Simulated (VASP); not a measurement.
A run of VASP 6.6.1:

POSCAR

```
SrO
1.0
    0.0000000000      2.9666173972      1.9283013082
    2.9666173972      0.0000000000      1.9283013082
    2.9666173972      2.9666173972      0.0000000000
Sr O
1 1
Direct
    0.0000000000      0.0000000000      0.0000000000
    0.5000000000      0.5000000000      0.5000000000
```

The input INCAR.step1:

```
SYSTEM = SrO
PREC = Accurate
ENCUT = 520
ISMEAR = 0
SIGMA = 0.05
LREAL = .False.
LASPH = .True.
NELM = 80
NBANDS = 15
GGA = PE
ALGO = Normal
EDIFF = 1E-4
LWAVE = .True.
LCHARG = .False.
```

The input INCAR.step2:

```
SYSTEM = SrO
PREC = Accurate
ENCUT = 520
EDIFF = 1E-7
ISMEAR = 0
SIGMA = 0.05
LREAL = .False.
LASPH = .True.
NELM = 80
ALGO = Normal
ISIF = 2
LWAVE = .False.
LCHARG = .True.
METAGGA = R2SCAN
LMIXTAU = .True.
LELF = .True.
LVHAR = .True.
NBANDS = 15
ISTART = 1
```

KPOINTS

```
Automatic mesh
0
Gamma
  8 8 8
  0 0 0
```

Potentials or basis: VASP PAW PBE potentials, release 64 (Sr_sv, O).

Run with:

```bash
$ cat potpaw_PBE.64/Sr_sv/POTCAR potpaw_PBE.64/O/POTCAR > POTCAR
$ cp INCAR.step1 INCAR
$ mpirun -np 1 vasp_std > vasp.out
$ cp INCAR.step2 INCAR
$ mpirun -np 1 vasp_std > vasp.out
```

Hardware: 1 thread of Intel(R) Xeon(R) 6975P-C (Granite Rapids), with other jobs on the host.

Q: Estimate the wall time of this run.

A: It took 67 s on 1 thread of Intel(R) Xeon(R) 6975P-C (Granite Rapids), on a shared host, peak memory 0.19 GiB. Counts: k points 59.
